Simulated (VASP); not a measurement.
# MgO (P6_3/mmc) in VASP: settings compared

The runs below take MgO through single point, relaxation of cell and atoms, with LDA, BLYP+D3(BJ), PBEsol.

Everything below comes from runs of VASP 6.6.1. Logs are shortened: lines on timing, memory, paths and dates and some standing lists are left out, and cuts for length are marked.

## (1) The cell of the first run

The structure is hexagonal, space group P6_3/mmc (No. 194). The conventional cell has a = 3.451 Å, b = 3.451 Å, c = 4.138 Å, α = 90.00°, β = 90.00°, γ = 120.00°. Within 2.6 Å of Mg (site symmetry -6m2) lie 5 O at 1.99 to 2.07 Å. O (site symmetry -6m2) has 5 Mg at 1.99 to 2.07 Å within 2.6 Å.

## (2) Single point, LDA

INCAR reads:

```
SYSTEM = MgO
PREC = Accurate ; ENCUT = 520
EDIFF = 1E-6 ; ISMEAR = 0
SIGMA = 0.01 ; LREAL = .False.
LASPH = .True. ; NELM = 100
ALGO = Normal ; ISIF = 2
LWAVE = .False. ; LCHARG = .False.
GGA = CA ; NBANDS = 16
```

KPOINTS reads:

```
regular mesh
0
Gamma
  6 6 4
  0 0 0
```

POSCAR reads:

```
MgO
1.0
    3.4510849686      0.0000000000      0.0000000000
   -1.7255424843      2.9887272534      0.0000000000
    0.0000000000      0.0000000000      4.1376399581
Mg O
2 2
Direct
    0.6666666667      0.3333333333      0.7500000000
    0.3333333333      0.6666666667      0.2500000000
    0.6666666667      0.3333333333      0.2500000000
    0.3333333333      0.6666666667      0.7500000000
```

Potentials or basis: VASP PAW LDA potentials, release 64 (Mg, O).

Run with:

```sh
> cat potpaw_LDA.64/Mg/POTCAR potpaw_LDA.64/O/POTCAR > POTCAR
> mpirun -np 1 vasp_std > vasp.out
```

OUTCAR:

```text
SYSTEM = MgO
   PREC = Accurate
   ENCUT = 520
   EDIFF = 1E-6
   ISMEAR = 0
   LREAL = .False.
   LASPH = .True.
   NELM = 100
   ISIF = 2
   GGA = CA

 ion  position               nearest neighbor table
   1  0.667  0.333  0.750-   4 1.99   4 1.99   4 1.99   3 2.07   3 2.07   2 2.87   2 2.87   2 2.87
                             2 2.87   2 2.87   2 2.87
   2  0.333  0.667  0.250-   3 1.99   3 1.99   3 1.99   4 2.07   4 2.07   1 2.87   1 2.87   1 2.87
                             1 2.87   1 2.87   1 2.87
   3  0.667  0.333  0.250-   2 1.99   2 1.99   2 1.99   1 2.07   1 2.07
   4  0.333  0.667  0.750-   1 1.99   1 1.99   1 1.99   2 2.07   2 2.07

  LATTYP: Found a hexagonal cell.
 ALAT       =     3.4510849686
 C/A-ratio  =     1.1989388832

  Lattice vectors:

 A1 = (   3.4510849686,   0.0000000000,   0.0000000000)
 A2 = (  -1.7255424843,   2.9887272534,   0.0000000000)
 A3 = (   0.0000000000,   0.0000000000,   4.1376399581)

Analysis of symmetry for initial positions (statically):
=====================================================================
 Subroutine PRICEL returns:
 Original cell was already a primitive cell.

 Routine SETGRP: Setting up the symmetry group for a
 hexagonal supercell.

 Subroutine GETGRP returns: Found 24 space group operations
 (whereof 12 operations were pure point group operations)
 out of a pool of 24 trial point group operations.

The static configuration has the point symmetry D_3d.
 The point group associated with its full space group is D_6h.

Analysis of symmetry for dynamics (positions and initial velocities):
=====================================================================
 Subroutine PRICEL returns:
 Original cell was already a primitive cell.

 Routine SETGRP: Setting up the symmetry group for a
 hexagonal supercell.

 Subroutine GETGRP returns: Found 24 space group operations
 (whereof 12 operations were pure point group operations)
 out of a pool of 24 trial point group operations.

The dynamic configuration has the point symmetry D_3d.
 The point group associated with its full space group is D_6h.

 Subroutine INISYM returns: Found 24 space group operations
 (whereof 12 operations are pure point group operations),
 and found     1 'primitive' translations

----------------------------------------------------------------------------------------

                                     Primitive cell

  volume of cell :      42.6771

  direct lattice vectors                    reciprocal lattice vectors
     3.451084969  0.000000000  0.000000000     0.289763946  0.167295292  0.000000000
    -1.725542484  2.988727253  0.000000000     0.000000000  0.334590585  0.000000000
     0.000000000  0.000000000  4.137639958     0.000000000  0.000000000  0.241683668

  length of vectors
     3.451084969  3.451084969  4.137639958     0.334590585  0.334590585  0.241683668

  position of ions in fractional coordinates (direct lattice)
     0.666666667  0.333333333  0.750000000
     0.333333333  0.666666667  0.250000000
     0.666666667  0.333333333  0.250000000
     0.333333333  0.666666667  0.750000000

  ion indices of the primitive-cell ions
   primitive index   ion index
                 1           1
                 2           2
                 3           3
                 4           4

----------------------------------------------------------------------------------------

 KPOINTS: regular mesh

Automatic generation of k-mesh.
 Grid dimensions read from file:
 generate k-points for:    6    6    4

 Generating k-lattice:

  Cartesian coordinates                     Fractional coordinates (reciprocal lattice)
     0.048293991  0.027882549  0.000000000     0.166666667 -0.000000000  0.000000000
     0.000000000  0.055765097  0.000000000     0.000000000  0.166666667  0.000000000
     0.000000000  0.000000000  0.060420917     0.000000000  0.000000000  0.250000000

  Length of vectors
     0.055765097  0.055765097  0.060420917

  Shift w.r.t. Gamma in fractional coordinates (k-lattice)
     0.000000000  0.000000000  0.000000000

 Subroutine IBZKPT returns following result:
 ===========================================

 Found     21 irreducible k-points:

 Following reciprocal coordinates:
            Coordinates               Weight
  0.000000  0.000000  0.000000      1.000000
  0.166667  0.000000  0.000000      6.000000
  0.333333  0.000000  0.000000      6.000000
  0.500000 -0.000000  0.000000      3.000000
  0.166667  0.166667  0.000000      6.000000
  0.333333  0.166667  0.000000     12.000000
[... 13 lines left out ...]
  0.333333  0.166667  0.500000     12.000000
  0.333333  0.333333  0.500000      2.000000
   k-points           NKPTS =     21   k-points in BZ     NKDIM =     21   number of bands    NBANDS=     16
   number of dos      NEDOS =    301   number of ions     NIONS =      4
   total plane-waves  NPLWV =  25088
   dimension x,y,z NGX =    28 NGY =   28 NGZ =   32
   dimension x,y,z NGXF=    56 NGYF=   56 NGZF=   64
   ions per type =               2   2
   NGX,Y,Z   is equivalent  to a cutoff of  13.49, 13.49, 12.86 a.u.
   NGXF,Y,Z  is equivalent  to a cutoff of  26.98, 26.98, 25.71 a.u.
 SYSTEM =  MgO
   PREC   = accura    normal or accurate (medium, high low for compatibility)
   ISTART =      0    job   : 0-new  1-cont  2-samecut
   ICHARG =      2    charge: 1-file 2-atom 10-const
   ISPIN  =      1    spin polarized calculation?
   LNONCOLLINEAR =      F non collinear calculations
   LSORBIT =      F    spin-orbit coupling
   LASPH  =      T    aspherical Exc in radial PAW
   ENCUT  =  520.0 eV  38.22 Ry    6.18 a.u.   6.42  6.42  7.69*2*pi/ulx,y,z
   NELM   =    100;   NELMIN=  2; NELMDL= -5     # of ELM steps
   EDIFF  = 0.1E-05   stopping-criterion for ELM
   LREAL  =      F    real-space projection
   EDIFFG = 0.1E-04   stopping-criterion for IOM
   NSW    =      0    number of steps for IOM
   IBRION =     -1    ionic relax: 0-MD 1-quasi-New 2-CG
   NFREE  =      0    steps in history (QN), initial steepest desc. (CG)
   ISIF   =      2    stress and relaxation
   ISYM   =      2    0-nonsym 1-usesym 2-fastsym
   POTIM  = 0.5000    time-step for ionic-motion
   TEBEG  =    0.0;   TEEND  =   0.0 temperature during run
   PSTRESS=    0.0 pullay stress
   NELECT =      16.0000    total number of electrons
   NUPDOWN=      -1.0000    fix difference up-down
   EMIN   =  10.00;   EMAX   =-10.00  energy-range for DOS
   EFERMI =   0.00;   METHOD = LEGACY
   ISMEAR =     0;   SIGMA  =   0.01  broadening in eV -4-tet -1-fermi 0-gaus
   EFERMI_NEDOS =   21; number of points for ismear=-14 and -15
   IALGO  =     38    algorithm
   IMIX   =      4    mixing-type and parameters
     AMIX     =   0.40;   BMIX     =  1.00
     AMIX_MAG =   1.60;   BMIX_MAG =  1.00
  volume/ion in A,a.u.               =      10.67        72.00
  Fermi-wavevector in a.u.,A,eV,Ry     =   1.180456  2.230739 18.959410  1.393477
  Thomas-Fermi vector in A             =   2.316748
   LORBIT       =      0    0 simple, 1 ext, 2 COOP (PROOUT), +10 PAW based schemes
   GGA     = CA    functional components
   LHFCALC =     F    Hartree Fock is set to
   AEXX    =    0.0000 exact exchange contribution
   IVDW    =     0    specifies the selected vdW correction
   LEPSILON=     F    determine dielectric tensor
   LRPA    =     F    only Hartree local field effects (RPA)
 non-spin polarized calculation
 Gauss-broadening in eV      SIGMA  =   0.01
  energy-cutoff  :      520.00
  volume of cell :       42.68
 maximum number of plane-waves:      1170
 NGX is ok and might be reduce to    28
   NGX = 13   NGY = 13   NGZ = 15

 number of electron      16.0000006 magnetization

 Free energy of the ion-electron system (eV)
  ---------------------------------------------------
  ext. energy  EPLUGINS =         0.00000000
  ---------------------------------------------------
  free energy    TOTEN  =       -26.52623894 eV

  energy without entropy =      -26.52623894  energy(sigma->0) =      -26.52623894

 E-fermi :   2.0184     XC(G=0): -10.7379

 val. band max:        1.8856057467   @ k =   0.0000   0.0000   0.0000
 cond. band min:       5.3730774060   @ k =   0.0000   0.0000   0.0000
 fundamental gap:      3.4874716593
 Fermi energy:         2.0183994239

 k-point     1 :       0.0000    0.0000    0.0000
  band No.  band energies     occupation
      1     -14.9141      2.00000
      2     -13.3582      2.00000
      3      -1.9329      2.00000
      4       0.0646      2.00000
      5       0.0646      2.00000
      6       1.0320      2.00000
[... 8 lines left out ...]
     15      17.4036      0.00000
     16      17.5671      0.00000

 k-point     2 :       0.1667    0.0000    0.0000
  band No.  band energies     occupation
      1     -14.7659      2.00000
      2     -13.3849      2.00000
      3      -1.7108      2.00000
      4      -0.4040      2.00000
      5      -0.1376      2.00000
      6       0.4856      2.00000
[... 8 lines left out ...]
     15      16.5478      0.00000
     16      16.6561      0.00000

 k-point     3 :       0.3333    0.0000    0.0000
  band No.  band energies     occupation
      1     -14.4036      2.00000
      2     -13.4985      2.00000
      3      -1.4046      2.00000
      4      -1.1184      2.00000
      5      -0.4427      2.00000
      6       0.0011      2.00000
[... 8 lines left out ...]
     15      15.9915      0.00000
     16      16.6013      0.00000

 k-point     4 :       0.5000   -0.0000    0.0000
  band No.  band energies     occupation
      1     -14.1336      2.00000
      2     -13.6413      2.00000
      3      -1.8527      2.00000
      4      -0.6049      2.00000
      5      -0.5694      2.00000
      6      -0.1586      2.00000
[... 8 lines left out ...]
     15      16.5931      0.00000
     16      16.7439      0.00000
[... 267 lines left out ...]
 k-point    19 :       0.1667    0.1667    0.5000
  band No.  band energies     occupation
      1     -13.9420      2.00000
      2     -13.9420      2.00000
      3      -1.6532      2.00000
      4      -1.6532      2.00000
      5       0.1555      2.00000
      6       0.1555      2.00000
[... 8 lines left out ...]
     15      17.5096      0.00000
     16      17.5096      0.00000

 k-point    20 :       0.3333    0.1667    0.5000
  band No.  band energies     occupation
      1     -13.8150      2.00000
      2     -13.8150      2.00000
      3      -2.0015      2.00000
      4      -2.0015      2.00000
      5      -0.2295      2.00000
      6      -0.2295      2.00000
[... 8 lines left out ...]
     15      17.9595      0.00000
     16      17.9595      0.00000

 k-point    21 :       0.3333    0.3333    0.5000
  band No.  band energies     occupation
      1     -13.7728      2.00000
      2     -13.7728      2.00000
      3      -1.8805      2.00000
      4      -1.8805      2.00000
      5      -0.7392      2.00000
      6      -0.7392      2.00000
[... 8 lines left out ...]
     15      19.3911      0.00000
     16      19.3911      0.00000

------------------------ aborting loop because EDIFF is reached ----------------------------------------

  FORCE on cell =-STRESS in cart. coord.  units (eV):
  Direction    XX          YY          ZZ          XY          YZ          ZX
  --------------------------------------------------------------------------------------
  -------------------------------------------------------------------------------------
  Total       -0.4768450     -0.4768450     -0.4399888     -0.0000000      0.0000000      0.0000000
  in kB      -17.9016552    -17.9016552    -16.5180035     -0.0000000      0.0000000      0.0000000
  external PRESSURE =     -17.4404380 kB  Pullay stress =       0.0000000 kB

 VOLUME and BASIS-vectors are now :
 -----------------------------------------------------------------------------
  energy-cutoff  :      520.00
  volume of cell :       42.68
      direct lattice vectors                 reciprocal lattice vectors
     3.451084969  0.000000000  0.000000000     0.289763946  0.167295292  0.000000000
    -1.725542484  2.988727253  0.000000000     0.000000000  0.334590585  0.000000000
     0.000000000  0.000000000  4.137639958     0.000000000  0.000000000  0.241683668

 POSITION                                       TOTAL-FORCE (eV/Angst)
 -----------------------------------------------------------------------------------
      1.72554      0.99624      3.10323        -0.000000     -0.000000      0.000000
     -0.00000      1.99248      1.03441        -0.000000      0.000000      0.000000
      1.72554      0.99624      1.03441         0.000000     -0.000000      0.000000
     -0.00000      1.99248      3.10323        -0.000000      0.000000      0.000000
 -----------------------------------------------------------------------------------
    total drift:                               -0.000000      0.000000     -0.000000

  FREE ENERGIE OF THE ION-ELECTRON SYSTEM (eV)
  ---------------------------------------------------
  free  energy   TOTEN  =       -26.5262389359 eV

  energy  without entropy=      -26.5262389359  energy(sigma->0) =      -26.52623894
```

It took 5.8 s on 1 thread of AMD EPYC 9R45 (Zen 5), shared host; peak memory 0.12 GiB.

What came out:

| Quantity | Value |
| --- | --- |
| Free energy | -26.5262 eV |
| Pressure | -1.7 GPa |
| Band gap on the k mesh | 3.49 eV, direct |

Stress tensor (GPa, compression positive):
```
-1.79  0.00  0.00
 0.00 -1.79  0.00
 0.00  0.00 -1.65
```

LDA gaps usually lie below the measured ones, often by a third to a half.

## (3) Single point, BLYP+D3(BJ)

This run uses another cell than the first one, of 10.82 Å³/atom, 1.014 times its volume.

INCAR reads:

```
PREC = Accurate ; ENCUT = 520
EDIFF = 1E-6 ; ISMEAR = 0
SIGMA = 0.01 ; LREAL = F
LASPH = T ; NELM = 60
ALGO = Normal ; ISIF = 2
LWAVE = F ; LCHARG = T
GGA = B5 ; ALDAX = 1.0
AGGAX = 1.0 ; AGGAC = 1.0
ALDAC = 0.0 ; IVDW = 12
VDW_S6 = 1.0 ; VDW_S8 = 2.6996
VDW_A1 = 0.4298 ; VDW_A2 = 4.2359
LELF = T ; LVHAR = T
NBANDS = 16
```

KPOINTS reads:

```
Automatic mesh
0
Gamma
  6 6 4
```

POSCAR reads:

```
MgO
1.0
    3.4567979193      0.0000000000      0.0000000000
   -1.7283989597      2.9936748139      0.0000000000
    0.0000000000      0.0000000000      4.1825564274
Mg O
2 2
Direct
    0.6666666667      0.3333333333      0.7500000000
    0.3333333333      0.6666666667      0.2500000000
    0.6666666667      0.3333333333      0.2500000000
    0.3333333333      0.6666666667      0.7500000000
```

Potentials or basis: VASP PAW PBE potentials, release 64 (Mg, O).

Run with:

```sh
> cat potpaw_PBE.64/Mg/POTCAR potpaw_PBE.64/O/POTCAR > POTCAR
> mpirun -np 1 vasp_std > vasp.out
```

It took 17 s on 1 thread of AMD EPYC 9R45 (Zen 5), shared host; peak memory 0.15 GiB.

It converged, with:

```yaml
Free_energy: -24.8466 eV
Pressure: -0.2 GPa
Band_gap_on_the_k_mesh: 3.79 eV, direct
Dispersion_energy_per_atom: -0.549 eV
```

Stress tensor (GPa, compression positive):
```
-0.04  0.00  0.00
 0.00 -0.04  0.00
 0.00  0.00 -0.38
```

Levels at points of the mesh, in eV from the valence-band top:
| k point | band 6 | band 7 | band 8 | band 9 | band 10 | band 11 |
| --- | --- | --- | --- | --- | --- | --- |
| (0.00, 0.00, 0.00) | -0.84 | -0.84 | 0.00 | 3.79 | 9.64 | 12.59 |
| (0.50, 0.00, 0.00) | -2.01 | -1.30 | -0.56 | 7.33 | 9.33 | 10.17 |
| (0.00, 0.00, 0.50) | -1.31 | -1.31 | -1.31 | 6.76 | 6.76 | 13.17 |
| (0.50, 0.00, 0.50) | -1.55 | -0.84 | -0.84 | 7.65 | 7.65 | 12.24 |

Caveat: the PAW data sets were made with another functional, which shifts forces and pressure a little.

(Part 1 of 2 ends here.)
